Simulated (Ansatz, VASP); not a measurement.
# Two plane-wave programs on PbS

```xyz
2
Lattice="0.0000 2.9233 2.9233 2.9233 0.0000 2.9233 2.9233 2.9233 0.0000" Properties=species:S:1:pos:R:3 pbc="T T T"
Pb    2.9233    2.9233    2.9233
S     0.0000    0.0000    0.0000
```

Alike in both runs: functional LDA; k mesh 10 × 10 × 10; occupations gaussian, width 0.02 eV; no spin polarisation.

Ansatz relaxed the structure, and its values are those at the end. VASP's run is a single point on that final structure, the one shown.

|  | VASP | Ansatz |
| --- | --- | --- |
| version | VASP 6.6.1 | Ansatz 0.2.0 |
| potentials or method | VASP PAW LDA potentials, release 64 (Pb_d, S), cutoff 500 eV | scalar-relativistic, plane waves, PAW |
| valence electrons in the cell | 20 | 20 |

VASP gave:

* gap on the k mesh at the Fermi level (eV): 0.04
* least direct gap on the mesh (eV): 0.04
* pressure (GPa): 0.0

Q: What did Ansatz give for the same quantities?

A: gap on the k mesh at the Fermi level (eV): 0.07; least direct gap on the mesh (eV): 0.07; pressure (GPa): 0.0.

Ansatz warns that its potentials were made for another functional, while VASP's fit it. LDA's correlation is that of Perdew and Zunger in VASP and of Perdew and Wang (1992) in Ansatz.

Spin-orbit coupling is off throughout.
